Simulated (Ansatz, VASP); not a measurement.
## InSe: VASP beside Ansatz

The input INCAR:

```
SYSTEM = InSe
ALGO = Normal
EDIFF = 1E-6
ENCUT = 520
GGA = PS
ISIF = 2
ISMEAR = -1
LASPH = .True.
LCHARG = .False.
LREAL = .False.
LWAVE = .False.
NBANDS = 27
NELM = 60
PREC = Accurate
SIGMA = 0.02
```

Contents of KPOINTS:

```
k-points
0
Gamma
  7 7 6
  0 0 0
```

The input POSCAR:

```
InSe
1.0
    5.8370776766     -1.9669814598      0.0571935402
    5.8987276766      2.1430185402      0.1188435402
   -1.5345608501      0.0408636106      4.2996651710
In Se
2 2
Direct
    0.8840000000      0.8840000000      0.0050000000
    0.1160000000      0.1160000000      0.9950000000
    0.6600000000      0.6600000000      0.6420000000
    0.3400000000      0.3400000000      0.3580000000
```

Input for Ansatz:

```yaml
crystal:
  lattice:
    - [5.8370776766, -1.9669814598, 0.0571935402]
    - [5.8987276766, 2.1430185402, 0.1188435402]
    - [-1.5345608501, 0.0408636106, 4.299665171]
  atoms:
    - { symbol: In, position: [0.884, 0.884, 0.005] }
    - { symbol: In, position: [0.116, 0.116, 0.995] }
    - { symbol: Se, position: [0.66, 0.66, 0.642] }
    - { symbol: Se, position: [0.34, 0.34, 0.358] }
kpoints:
  mp_grid: { grid: [7, 7, 6] }
  band_path:
    path:
      - [0.0, 0.0, 0.0]
      - [0.0, 0.0, -0.5]
      - [0.0, -0.5, 0.0]
      - [0.0, 0.0, 0.0]
      - [-0.5, -0.5, 0.0]
      - [-0.5, 0.0, 0.5]
      - [0.0, 0.0, 0.0]
      - [-0.5, 0.0, 0.0]
      - [-0.5, -0.5, 0.5]
    npoints: 5
scf:
  occupations: { method: fermi_dirac, width: 0.02 }
hamiltonian:
  xc: pbesol
  pseudopotentials: { kind: all_electron, lapw: { basis_error: 0.0005 } }
output:
  forces: true
  stress: true
  eigenvalues: true
```

Change from the starting cell: equal xy, yz and zx shear strains of +3 %.

Alike in both runs: task single point; functional PBEsol; k mesh 7 × 7 × 6; occupations fermi-dirac, width 0.02 eV; no spin polarisation.

|  | VASP | Ansatz |
| --- | --- | --- |
| version | VASP 6.6.1 | Ansatz 0.2.0 |
| potentials or method | VASP PAW PBE potentials, release 64 (In_d, Se), cutoff 520 eV | all-electron LAPW, scalar-relativistic |

Ansatz gave:

```
gap on the k mesh at the Fermi level (eV)                     : 0.75
pressure (GPa)                                                : -0.4
traceless stress, the component that is largest in VASP (GPa) : 1.62
rms of the force components (eV/Å)                            : 0.288
```

Problem. Estimate VASP's values.

Solution. gap on the k mesh at the Fermi level (eV): 0.75; pressure (GPa): -0.3; traceless stress, the component that is largest in VASP (GPa): 1.62; rms of the force components (eV/Å): 0.285.

VASP's potentials were made for PBE, not for PBEsol. Atom by atom the forces differ by 0.009 eV/Å (rms over components). Ansatz ran all-electron here, and VASP with PAW potentials.
